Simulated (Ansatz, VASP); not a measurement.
One calculation of Ru, two programs

```xyz
2
Lattice="2.7467 0.0000 0.0000 -1.3733 2.3787 0.0000 0.0000 0.0000 4.2733" Properties=species:S:1:pos:R:3 pbc="T T T"
Ru    0.0000    1.5858    1.0683
Ru    1.3733    0.7929    3.2050
```

Alike in both runs: task single point; functional PBEsol; k mesh 21 × 21 × 12; occupations gaussian, width 0.15 eV; no spin polarisation.

|  | VASP | Ansatz |
| --- | --- | --- |
| version | VASP 6.6.1 | Ansatz 0.2.0 |
| potentials or method | VASP PAW PBE potentials, release 64 (Ru_pv), cutoff 520 eV | scalar-relativistic, plane waves, PAW |
| valence electrons in the cell | 28 | 32 |

|  | VASP | Ansatz | Ansatz less VASP |
| --- | --- | --- | --- |
| gap on the k mesh at the Fermi level (eV) | none | none | - |
| pressure (GPa) | -14.3 | -14.2 | +0.11 |
| traceless stress, the component that is largest in VASP (GPa) | 3.32 | 3.33 | +0.004 |

VASP's potentials were made for PBE, not for PBEsol, and Ansatz warns of the same on its side. A gap of «none» marks a metal or a gap that the smearing closes. With one functional, cell and mesh, what is left measures potentials, basis and numerics. VASP's potentials hold 28 valence electrons a cell and Ansatz's 32, so a difference there can come from the potentials and not from the codes.
